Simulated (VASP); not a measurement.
KBr, 2 atoms in the cell. It takes space group I4/mmm (No. 139, tetragonal). The conventional cell has a = 4.717 Å, b = 4.717 Å, c = 6.593 Å, α = 90.00°, β = 90.00°, γ = 90.00°. Within 4.3 Å of K (site symmetry 4/mmm) lie 6 Br at 3.30 to 3.34 Å. Br (site symmetry 4/mmm) has 6 K at 3.30 to 3.34 Å within 4.3 Å.  This cell differs from its parent crystal: epitaxial xy strain +1.0%.

- Program: VASP 6.6.1
- Task: single point
- Functional: PBE
- Potentials or basis: VASP PAW PBE potentials, release 64 (K_sv, Br)
- Cutoff: 520 eV
- k mesh: 6 × 6 × 6
- Occupations: fermi-dirac, width 0.02 eV
- Spin: no spin polarisation
- Dipole correction: no
- Further INCAR settings: ALGO = Normal; EDIFF = 1e-06; NBANDS = 15

Potentials or basis: VASP PAW PBE potentials, release 64 (K_sv, Br).

Run with:

```bash
$ cat potpaw_PBE.64/K_sv/POTCAR potpaw_PBE.64/Br/POTCAR > POTCAR
$ mpirun -np 1 vasp_std > vasp.out
```

Hardware: 1 thread of Intel(R) Xeon(R) 6975P-C (Granite Rapids) (shared host).

Question: Estimate the wall time of this run.

Answer: It took 20 s on 1 thread of Intel(R) Xeon(R) 6975P-C (Granite Rapids), with other jobs on the host, peak memory 0.21 GiB. Counts: scf iterations 13, k points 30.
